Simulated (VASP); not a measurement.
A run of VASP 6.6.1:

Contents of INCAR:

```
PREC     = Accurate       # precision mode
ENCUT    = 600            # plane-wave cutoff, eV
EDIFF    = 1E-6           # SCF threshold, eV
ISMEAR   = -1             # smearing method
SIGMA    = 0.0573         # smearing width, eV
LREAL    = False          # projectors in reciprocal space
LASPH    = True           # aspherical terms in the spheres
NELM     = 200            # most SCF steps
ALGO     = Normal         # electronic algorithm
ISIF     = 2              # what is computed and relaxed
LWAVE    = False          # write WAVECAR
LCHARG   = False          # write CHGCAR
ISPIN    = 2              # spin polarisation
MAGMOM   = -1.74 1.74 1.74 -1.74 0 0 0 0 -0.02 0.02 0.02 -0.02 0 0 # initial moments
LORBIT   = 11             # projections on sites
LMAXMIX  = 4              # l up to which the mixer works
LDAU     = True           # DFT+U
LDAUTYPE = 2            
LDAUL    = 2 -1 -1        # shell
LDAUU    = 5.36 0 0       # U, eV
LDAUJ    = 0 0 0        
LDAUPRINT= 1            
GGA      = PE             # functional
ISYM     = 0            
NBANDS   = 81             # bands
GGA_COMPAT= False        
KPAR     = 4
```

File KPOINTS:

```
regular mesh
0
Gamma
  4 3 4
```

Contents of POSCAR:

```
Tl2Ni2O3
1.0
    5.9773065300      0.0000000000      0.0000000000
    0.0000000000      6.1128748600      0.0000000000
   -2.7964651900      0.0000000000      5.3605343600
Ni Tl O
4 4 6
Direct
    0.3350000000      0.1220000000      0.0730000000
    0.6650000000      0.6220000000      0.4270000000
    0.6650000000      0.8780000000      0.9270000000
    0.3350000000      0.3780000000      0.5730000000
    0.1520000000      0.8460000000      0.4110000000
    0.8480000000      0.3460000000      0.0890000000
    0.8480000000      0.1540000000      0.5890000000
    0.1520000000      0.6540000000      0.9110000000
    0.3720000000      0.4250000000      0.2470000000
    0.6280000000      0.9250000000      0.2530000000
    0.6280000000      0.5750000000      0.7530000000
    0.3720000000      0.0750000000      0.7470000000
    0.0000000000      0.0000000000      0.0000000000
    0.0000000000      0.5000000000      0.5000000000
```

Potentials or basis: VASP PAW PBE potentials, release 64 (Ni, Tl_d, O).

Run with:

```sh
$ cat potpaw_PBE.64/Ni/POTCAR potpaw_PBE.64/Tl_d/POTCAR potpaw_PBE.64/O/POTCAR > POTCAR
$ mpirun -np 4 vasp_std > vasp.out
```

Hardware: 4 MPI ranks on Intel(R) Xeon(R) 6975P-C (Granite Rapids) (shared host).

Estimate the wall time of this run.

It took 9.6 min on 4 MPI ranks on Intel(R) Xeon(R) 6975P-C (Granite Rapids), with other jobs on the host, peak memory 0.9 GiB a rank. Counts: scf iterations 43, k points 26.
